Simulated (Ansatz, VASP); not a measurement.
## Co: VASP beside Ansatz

The input INCAR:

```
SYSTEM = Co
PREC = Accurate ; ENCUT = 600
EDIFF = 1E-6 ; ISMEAR = 0
SIGMA = 0.1 ; LREAL = .False.
LASPH = .True. ; NELM = 150
ALGO = Fast ; ISIF = 3
LWAVE = .False. ; LCHARG = .False.
ISPIN = 2 ; MAGMOM = 1.99
LORBIT = 11 ; LMAXMIX = 4
GGA = PE ; IBRION = 2
NSW = 100 ; EDIFFG = -0.01
```

Contents of KPOINTS:

```
Automatic mesh
0
Gamma
  24 24 24
  0 0 0
```

File POSCAR:

```
Co
1.0
    2.3306033553      0.0000000000      0.0000000000
    0.0000000000      2.3306033553      0.0000000000
    0.0000000000      0.0000000000      2.3306033553
Co
1
Direct
    0.0000000000      0.0000000000      0.0000000000
```

Input for Ansatz:

```yaml
crystal:
  lattice:
    - [2.3306033553, 0.0, 0.0]
    - [0.0, 2.3306033553, 0.0]
    - [0.0, 0.0, 2.3306033553]
  atoms:
    - { symbol: Co, position: [0.0, 0.0, 0.0], spin: 1.99 }
basis:
  ecutwfc: 420
kpoints:
  mp_grid: { grid: [24, 24, 24] }
hamiltonian:
  xc: pbe
scf:
  occupations: { method: gaussian, width: 0.1 }
output:
  forces: true
  stress: true
  eigenvalues: true
  populations: true
magnetization:
  spin_polarized: true
relax:
  adjacent_minimum: "off"
  f_tol: 0.01
  max_steps: 80
  cell: { stress_tol: 0.05 }
```

Alike in both runs: task relaxation of cell and atoms; functional PBE; k mesh 24 × 24 × 24; occupations gaussian, width 0.1 eV; collinear spin.

|  | VASP | Ansatz |
| --- | --- | --- |
| version | VASP 6.6.1 | Ansatz 0.2.0 |
| potentials or method | VASP PAW PBE potentials, release 64 (Co), cutoff 600 eV | scalar-relativistic, plane waves, PAW |
| valence electrons in the cell | 9 | 17 |

```tsv
	VASP	Ansatz	Ansatz less VASP
gap on the k mesh at the Fermi level, each at its own relaxed structure (eV)	none	none	-
net moment per atom (μB)	1.87	1.89	+0.021
size of the moment on the site where the two differ most (μB)	1.87	1.90	+0.032
relaxed volume (Å³/atom)	12.75	12.82	+0.075
relaxed cell length with the largest relative difference (Å)	2.336	2.340	+0.0046
```

Site moments also hang on the region over which each program counts them. A gap of «none» marks a metal or a gap that the smearing closes. VASP's potentials hold 9 valence electrons a cell and Ansatz's 17, so a difference there can come from the potentials and not from the codes.
